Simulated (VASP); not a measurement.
# AlFe3 (Fm-3m) in VASP: notebook

AlFe3 is run at these levels: PBEsol; tasks: single point.

Everything below comes from runs of VASP 6.6.1. Logs are shortened: lines on timing, memory, paths and dates and some standing lists are left out, and cuts for length are marked.

## (1) The cell of the first run

Symmetry: Fm-3m, No. 225, cubic system. The conventional cell has a = 5.736 Å, b = 5.736 Å, c = 5.736 Å, α = 90.00°, β = 90.00°, γ = 90.00°. Within 3.3 Å of Fe (site symmetry -43m) lie 10 Fe at 2.48 to 2.87 Å and 4 Al at 2.48 Å. Fe (site symmetry m-3m) has 8 Fe at 2.48 Å and 6 Al at 2.87 Å within 3.3 Å. Within 3.3 Å of Al (site symmetry m-3m) lie 14 Fe at 2.48 to 2.87 Å.

## (2) Single point, PBEsol, collinear spin, ferromagnetic start (11.79 Å³/atom)

The input, INCAR:

```
SYSTEM = AlFe3
  PREC = Accurate
  ENCUT = 520
  EDIFF = 1E-6
  ISMEAR = -1
  SIGMA = 0.05
  LREAL = .FALSE.
  LASPH = .TRUE.
  NELM = 150
  ALGO = Normal
  ISIF = 2
  LWAVE = .FALSE.
  LCHARG = .TRUE.
  ISPIN = 2
  MAGMOM = 3 3 3 0
  LORBIT = 11
  LMAXMIX = 4
  GGA = PS
  LELF = .TRUE.
  LVHAR = .TRUE.
  NBANDS = 26
```

The input, KPOINTS:

```
regular mesh
0
G
  8 8 8
  0 0 0
```

The input, POSCAR:

```
AlFe3
1.0
    0.0000000000      2.8677647726      2.8677647726
    2.8677647726      0.0000000000      2.8677647726
    2.8677647726      2.8677647726      0.0000000000
Fe Al
3 1
Direct
    0.7500000000      0.7500000000      0.7500000000
    0.2500000000      0.2500000000      0.2500000000
    0.5000000000      0.5000000000      0.5000000000
    0.0000000000      0.0000000000      0.0000000000
```

Potentials or basis: VASP PAW PBE potentials, release 64 (Fe, Al).

On the command line:

```bash
cat potpaw_PBE.64/Fe/POTCAR potpaw_PBE.64/Al/POTCAR > POTCAR
mpirun -np 1 vasp_std > vasp.out
```

OUTCAR:

```text
SYSTEM = AlFe3
   PREC = Accurate
   ENCUT = 520
   EDIFF = 1E-6
   ISMEAR = -1
   LREAL = .FALSE.
   LASPH = .TRUE.
   NELM = 150
   ISIF = 2
   ISPIN = 2
   LORBIT = 11
   GGA = PS

 ion  position               nearest neighbor table
   1  0.750  0.750  0.750-   3 2.48   3 2.48   3 2.48   4 2.48   4 2.48   4 2.48   4 2.48   3 2.48
                             2 2.87   2 2.87   2 2.87   2 2.87   2 2.87   2 2.87
   2  0.250  0.250  0.250-   4 2.48   4 2.48   4 2.48   3 2.48   3 2.48   3 2.48   4 2.48   3 2.48
                             1 2.87   1 2.87   1 2.87   1 2.87   1 2.87   1 2.87
   3  0.500  0.500  0.500-   2 2.48   2 2.48   2 2.48   1 2.48   1 2.48   1 2.48   2 2.48   1 2.48
                             4 2.87   4 2.87   4 2.87   4 2.87   4 2.87   4 2.87
   4  0.000  0.000  0.000-   1 2.48   1 2.48   1 2.48   2 2.48   2 2.48   2 2.48   2 2.48   1 2.48
                             3 2.87   3 2.87   3 2.87   3 2.87   3 2.87   3 2.87

  LATTYP: Found a face centered cubic cell.
 ALAT       =     5.7355295452

  Lattice vectors:

 A1 = (   0.0000000000,   2.8677647726,   2.8677647726)
 A2 = (   2.8677647726,   0.0000000000,   2.8677647726)
 A3 = (   2.8677647726,   2.8677647726,   0.0000000000)

Analysis of symmetry for initial positions (statically):
=====================================================================
 Subroutine PRICEL returns:
 Original cell was already a primitive cell.

 Routine SETGRP: Setting up the symmetry group for a
 face centered cubic supercell.

 Subroutine GETGRP returns: Found 48 space group operations
 (whereof 48 operations were pure point group operations)
 out of a pool of 48 trial point group operations.

The static configuration has the point symmetry O_h .

Analysis of symmetry for dynamics (positions and initial velocities):
=====================================================================
 Subroutine PRICEL returns:
 Original cell was already a primitive cell.

 Routine SETGRP: Setting up the symmetry group for a
 face centered cubic supercell.

 Subroutine GETGRP returns: Found 48 space group operations
 (whereof 48 operations were pure point group operations)
 out of a pool of 48 trial point group operations.

The dynamic configuration has the point symmetry O_h .

Analysis of structural, dynamic, and magnetic symmetry:
=====================================================================
 Subroutine PRICEL returns:
 Original cell was already a primitive cell.

 Routine SETGRP: Setting up the symmetry group for a
 face centered cubic supercell.

 Subroutine GETGRP returns: Found 48 space group operations
 (whereof 48 operations were pure point group operations)
 out of a pool of 48 trial point group operations.

The overall configuration has the point symmetry O_h .

 Subroutine INISYM returns: Found 48 space group operations
 (whereof 48 operations are pure point group operations),
 and found     1 'primitive' translations

----------------------------------------------------------------------------------------

                                     Primitive cell

  volume of cell :      47.1694

  direct lattice vectors                    reciprocal lattice vectors
     0.000000000  2.867764773  2.867764773    -0.174351817  0.174351817  0.174351817
     2.867764773  0.000000000  2.867764773     0.174351817 -0.174351817  0.174351817
     2.867764773  2.867764773  0.000000000     0.174351817  0.174351817 -0.174351817

  length of vectors
     4.055631835  4.055631835  4.055631835     0.301986206  0.301986206  0.301986206

  position of ions in fractional coordinates (direct lattice)
     0.750000000  0.750000000  0.750000000
     0.250000000  0.250000000  0.250000000
     0.500000000  0.500000000  0.500000000
     0.000000000  0.000000000  0.000000000

  ion indices of the primitive-cell ions
   primitive index   ion index
                 1           1
                 2           2
                 3           3
                 4           4

----------------------------------------------------------------------------------------

 KPOINTS: regular mesh

Automatic generation of k-mesh.
 Grid dimensions read from file:
 generate k-points for:    8    8    8

 Generating k-lattice:

  Cartesian coordinates                     Fractional coordinates (reciprocal lattice)
    -0.021793977  0.021793977  0.021793977     0.125000000  0.000000000  0.000000000
     0.021793977 -0.021793977  0.021793977     0.000000000  0.125000000  0.000000000
     0.021793977  0.021793977 -0.021793977     0.000000000  0.000000000  0.125000000

  Length of vectors
     0.037748276  0.037748276  0.037748276

  Shift w.r.t. Gamma in fractional coordinates (k-lattice)
     0.000000000  0.000000000  0.000000000

 Subroutine IBZKPT returns following result:
 ===========================================

 Found     29 irreducible k-points:

 Following reciprocal coordinates:
            Coordinates               Weight
  0.000000  0.000000  0.000000      1.000000
  0.125000  0.000000  0.000000      8.000000
  0.250000  0.000000  0.000000      8.000000
  0.375000  0.000000  0.000000      8.000000
  0.500000  0.000000  0.000000      4.000000
  0.125000  0.125000  0.000000      6.000000
[... 16 lines left out ...]
  0.500000  0.250000  0.125000     48.000000
 -0.375000  0.250000  0.125000     24.000000
 [... further k-points ...]
   k-points           NKPTS =     29   k-points in BZ     NKDIM =     29   number of bands    NBANDS=     26
   number of dos      NEDOS =    301   number of ions     NIONS =      4
   total plane-waves  NPLWV =  27000
   dimension x,y,z NGX =    30 NGY =   30 NGZ =   30
   dimension x,y,z NGXF=    60 NGYF=   60 NGZF=   60
   ions per type =               3   1
   NGX,Y,Z   is equivalent  to a cutoff of  12.30, 12.30, 12.30 a.u.
   NGXF,Y,Z  is equivalent  to a cutoff of  24.59, 24.59, 24.59 a.u.
 SYSTEM =  AlFe3
   PREC   = accura    normal or accurate (medium, high low for compatibility)
   ISTART =      0    job   : 0-new  1-cont  2-samecut
   ICHARG =      2    charge: 1-file 2-atom 10-const
   ISPIN  =      2    spin polarized calculation?
   LNONCOLLINEAR =      F non collinear calculations
   LSORBIT =      F    spin-orbit coupling
   LASPH  =      T    aspherical Exc in radial PAW
   ENCUT  =  520.0 eV  38.22 Ry    6.18 a.u.   7.54  7.54  7.54*2*pi/ulx,y,z
   NELM   =    150;   NELMIN=  2; NELMDL= -5     # of ELM steps
   EDIFF  = 0.1E-05   stopping-criterion for ELM
   LREAL  =      F    real-space projection
   EDIFFG = 0.1E-04   stopping-criterion for IOM
   NSW    =      0    number of steps for IOM
   IBRION =     -1    ionic relax: 0-MD 1-quasi-New 2-CG
   NFREE  =      0    steps in history (QN), initial steepest desc. (CG)
   ISIF   =      2    stress and relaxation
   ISYM   =      2    0-nonsym 1-usesym 2-fastsym
   POTIM  = 0.5000    time-step for ionic-motion
   TEBEG  =    0.0;   TEEND  =   0.0 temperature during run
   PSTRESS=    0.0 pullay stress
   NELECT =      27.0000    total number of electrons
   NUPDOWN=      -1.0000    fix difference up-down
   EMIN   =  10.00;   EMAX   =-10.00  energy-range for DOS
   EFERMI =   0.00;   METHOD = LEGACY
   ISMEAR =    -1;   SIGMA  =   0.05  broadening in eV -4-tet -1-fermi 0-gaus
   EFERMI_NEDOS =   21; number of points for ismear=-14 and -15
   IALGO  =     38    algorithm
   IMIX   =      4    mixing-type and parameters
     AMIX     =   0.40;   BMIX     =  1.00
     AMIX_MAG =   1.60;   BMIX_MAG =  1.00
  volume/ion in A,a.u.               =      11.79        79.58
  Fermi-wavevector in a.u.,A,eV,Ry     =   1.359281  2.568669 25.138732  1.847645
  Thomas-Fermi vector in A             =   2.486042
   LORBIT       =     11    0 simple, 1 ext, 2 COOP (PROOUT), +10 PAW based schemes
   GGA     = PS    functional components
   LHFCALC =     F    Hartree Fock is set to
   AEXX    =    0.0000 exact exchange contribution
   IVDW    =     0    specifies the selected vdW correction
   LEPSILON=     F    determine dielectric tensor
   LRPA    =     F    only Hartree local field effects (RPA)
 spin polarized calculation
  energy-cutoff  :      520.00
  volume of cell :       47.17
 maximum number of plane-waves:      1287
   NGX = 15   NGY = 15   NGZ = 15

 number of electron      27.0000024 magnetization       5.9800867

 Free energy of the ion-electron system (eV)
  ---------------------------------------------------
  ext. energy  EPLUGINS =         0.00000000
  ---------------------------------------------------
  free energy    TOTEN  =       -31.61429632 eV

  energy without entropy =      -31.58412076  energy(sigma->0) =      -31.59920854

 E-fermi :   6.7767     XC(G=0): -12.6733

 val. band max:        6.7721003499   @ k =   0.3750   0.1250   0.0000
 cond. band min:       6.7854332863   @ k =   0.5000   0.1250   0.0000
 fundamental gap:      0.0133329364
 Fermi energy:         6.7767367561

 spin component 1

 k-point     1 :       0.0000    0.0000    0.0000
  band No.  band energies     occupation
      1      -2.8133      1.00000
      2       2.6958      1.00000
      3       2.6958      1.00000
      4       3.1720      1.00000
      5       3.1720      1.00000
      6       3.1720      1.00000
[... 661 lines left out ...]
     24      17.1784      0.00000
     25      17.9751      0.00000

 [... further k-points ...]

 spin component 2

 k-point     1 :       0.0000    0.0000    0.0000
  band No.  band energies     occupation
      1      -2.7354      1.00000
      2       4.2544      1.00000
      3       4.2544      1.00000
      4       4.2544      1.00000
      5       4.2825      1.00000
      6       4.2826      1.00000
[... 661 lines left out ...]
     24      17.6552      0.00000
     25      18.5950      0.00000

 [... further k-points ...]

 [bands above 25 left out]

------------------------ aborting loop because EDIFF is reached ----------------------------------------

  FORCE on cell =-STRESS in cart. coord.  units (eV):
  Direction    XX          YY          ZZ          XY          YZ          ZX
  --------------------------------------------------------------------------------------
  -------------------------------------------------------------------------------------
  Total       -1.9341855     -1.9341855     -1.9341855     -0.0000000     -0.0000000     -0.0000000
  in kB      -65.6973938    -65.6973938    -65.6973938     -0.0000000     -0.0000000     -0.0000000
  external PRESSURE =     -65.6973938 kB  Pullay stress =       0.0000000 kB

 VOLUME and BASIS-vectors are now :
 -----------------------------------------------------------------------------
  energy-cutoff  :      520.00
  volume of cell :       47.17
      direct lattice vectors                 reciprocal lattice vectors
     0.000000000  2.867764773  2.867764773    -0.174351817  0.174351817  0.174351817
     2.867764773  0.000000000  2.867764773     0.174351817 -0.174351817  0.174351817
     2.867764773  2.867764773  0.000000000     0.174351817  0.174351817 -0.174351817

 POSITION                                       TOTAL-FORCE (eV/Angst)
 -----------------------------------------------------------------------------------
      4.30165      4.30165      4.30165         0.000000      0.000000      0.000000
      1.43388      1.43388      1.43388        -0.000000     -0.000000     -0.000000
      2.86776      2.86776      2.86776         0.000000      0.000000     -0.000000
      0.00000      0.00000      0.00000         0.000000      0.000000     -0.000000
 -----------------------------------------------------------------------------------
    total drift:                                0.000000     -0.000000      0.000000

  FREE ENERGIE OF THE ION-ELECTRON SYSTEM (eV)
  ---------------------------------------------------
  free  energy   TOTEN  =       -31.6142963150 eV

  energy  without entropy=      -31.5841207553  energy(sigma->0) =      -31.59920854

 total charge

# of ion       s       p       d       tot
------------------------------------------
    1        0.447   0.529   6.337   7.313
    2        0.447   0.529   6.337   7.313
    3        0.479   0.531   6.228   7.238
    4        0.410   0.432   0.000   0.841
--------------------------------------------------
tot          1.782   2.020  18.902  22.705

 magnetization (x)

# of ion       s       p       d       tot
------------------------------------------
    1       -0.009  -0.037   1.924   1.878
    2       -0.009  -0.037   1.924   1.878
    3       -0.010  -0.041   2.416   2.366
    4       -0.010  -0.046   0.000  -0.056
--------------------------------------------------
tot         -0.037  -0.162   6.265   6.066
```

Run time: 40 s. Hardware: 1 thread of Intel Xeon 6975P-C (Granite Rapids), shared host; peak memory 0.21 GiB.

What came out:

| Property | Result |
| --- | --- |
| Free energy | -31.6143 eV |
| Pressure | -6.6 GPa |
| Net moment | 5.98 μB per cell |
| Site moments | Fe +1.88, +2.37 (each value once); Al -0.06 μB |
| Valence electrons inside the program's atomic spheres | Fe 7.31, 7.24 (each value once); Al 0.84 |

Levels at points of the mesh, in eV from the Fermi level:
Spin up:
| k point | band 12 | band 13 | band 14 | band 15 | band 16 | band 17 | band 18 | band 19 | band 20 | band 21 |
| --- | --- | --- | --- | --- | --- | --- | --- | --- | --- | --- |
| (0.00, 0.00, 0.00) | -0.87 | -0.87 | -0.87 | -0.52 | -0.52 | 5.64 | 5.64 | 5.64 | 5.96 | 5.96 |
| (0.50, 0.00, 0.00) | -1.67 | -1.06 | -1.06 | -0.66 | -0.66 | -0.23 | 4.61 | 4.61 | 4.89 | 4.89 |
| (0.50, 0.50, 0.00) | -1.02 | -0.94 | -0.92 | -0.92 | -0.55 | -0.47 | -0.47 | 0.14 | 4.72 | 4.91 |
Spin down:
| k point | band 7 | band 8 | band 9 | band 10 | band 11 | band 12 | band 13 | band 14 | band 15 | band 16 |
| --- | --- | --- | --- | --- | --- | --- | --- | --- | --- | --- |
| (0.00, 0.00, 0.00) | -1.18 | -1.18 | -1.18 | 0.91 | 0.91 | 0.91 | 1.55 | 1.55 | 1.61 | 1.61 |
| (0.50, 0.00, 0.00) | -1.40 | -1.11 | -1.11 | -0.25 | -0.14 | -0.14 | 1.32 | 1.32 | 1.53 | 1.53 |
| (0.50, 0.50, 0.00) | -1.21 | -1.21 | -1.06 | -0.02 | -0.02 | 0.28 | 0.86 | 1.13 | 1.50 | 1.54 |

Caveat: the cell stands under tension; the PAW data sets were made with another functional, which shifts forces and pressure a little.

(Continued in part 2 of 3.)
